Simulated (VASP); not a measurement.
A run of VASP 6.6.1 is set up as follows.

INCAR

```
SYSTEM = Ag
  PREC = Accurate
  ENCUT = 520
  EDIFF = 1E-7
  ISMEAR = 0
  SIGMA = 0.15
  LREAL = .False.
  LASPH = .True.
  NELM = 80
  ALGO = Normal
  ISIF = 2
  LWAVE = .False.
  LCHARG = .False.
  GGA = PS
  NBANDS = 12
```

The input KPOINTS:

```
regular mesh
0
Gamma
  20 20 20
  0 0 0
```

File POSCAR:

```
Ag
1.0
    0.0000000000      2.0431000000      2.0431000000
    1.9818070000      0.0000000000      2.0431000000
    1.9818070000      2.0431000000      0.0000000000
Ag
1
Direct
    0.0000000000      0.0000000000      0.0000000000
```

Potentials or basis: VASP PAW PBE potentials, release 64 (Ag).

Run with:

```sh
$ cat potpaw_PBE.64/Ag/POTCAR > POTCAR
$ mpirun -np 1 vasp_std > vasp.out
```

Problem. What does it give for the pressure?

Solution. 0.6 GPa.

Stress tensor (GPa, compression positive):
```
1.42 0.00 0.00
0.00 0.25 0.00
0.00 0.00 0.25
```

Caveat: the cell differs from its parent crystal (strain -0.0300 x Voigt [1, 0, 0, 0, 0, 0]); the PAW data sets were made with another functional, which shifts forces and pressure a little.
